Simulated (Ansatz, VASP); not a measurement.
# P in VASP and in Ansatz

Contents of INCAR:

```
PREC     = Accurate       # precision mode
ENCUT    = 520            # plane-wave cutoff, eV
EDIFF    = 1E-7           # SCF threshold, eV
ISMEAR   = 0              # smearing method
SIGMA    = 0.05           # smearing width, eV
LREAL    = F              # projectors in reciprocal space
LASPH    = T              # aspherical terms in the spheres
NELM     = 100            # most SCF steps
ALGO     = Normal         # electronic algorithm
ISIF     = 2              # what is computed and relaxed
LWAVE    = F              # write WAVECAR
LCHARG   = T              # write CHGCAR
GGA      = PE             # functional
IVDW     = 12             # dispersion correction
LELF     = T              # ELF
LVHAR    = T            
NBANDS   = 8              # bands
```

The input KPOINTS:

```
Automatic mesh
0
Gamma
  22 22 22
```

POSCAR

```
P
1.0
   -1.4780402691      1.4780402691      1.4780402691
    1.4780402691     -1.4780402691      1.4780402691
    1.4780402691      1.4780402691     -1.4780402691
P
1
Direct
    0.0000000000      0.0000000000      0.0000000000
```

Input for Ansatz:

```yaml
crystal:
  lattice:
    - [-1.4780402691, 1.4780402691, 1.4780402691]
    - [1.4780402691, -1.4780402691, 1.4780402691]
    - [1.4780402691, 1.4780402691, -1.4780402691]
  atoms:
    - { symbol: P, position: [0.0, 0.0, 0.0] }
basis:
  ecutwfc: 420
  ecutrho_ratio: 4
kpoints:
  mp_grid: { grid: [22, 22, 22] }
hamiltonian:
  xc: pbe
  dispersion: d3bj
scf:
  occupations: { method: gaussian, width: 0.05 }
output:
  forces: true
  stress: true
  eigenvalues: true
```

Alike in both runs: task single point; functional PBE; dispersion D3(BJ); k mesh 22 × 22 × 22; occupations gaussian, width 0.05 eV; no spin polarisation.

```csv
,VASP,Ansatz
version,VASP 6.6.1,Ansatz 0.2.0
potentials or method,"VASP PAW PBE potentials, release 64 (P), cutoff 520 eV","scalar-relativistic, plane waves, PAW"
valence electrons in the cell,5,5
```

Ansatz gave:

| Property | Result |
| --- | --- |
| gap on the k mesh at the Fermi level (eV) | none |
| pressure (GPa) | 4.3 |

Q: What did VASP give for the same quantities?

A: gap on the k mesh at the Fermi level (eV): none; pressure (GPa): 4.0.

A gap of «none» marks a metal or a gap that the smearing closes.
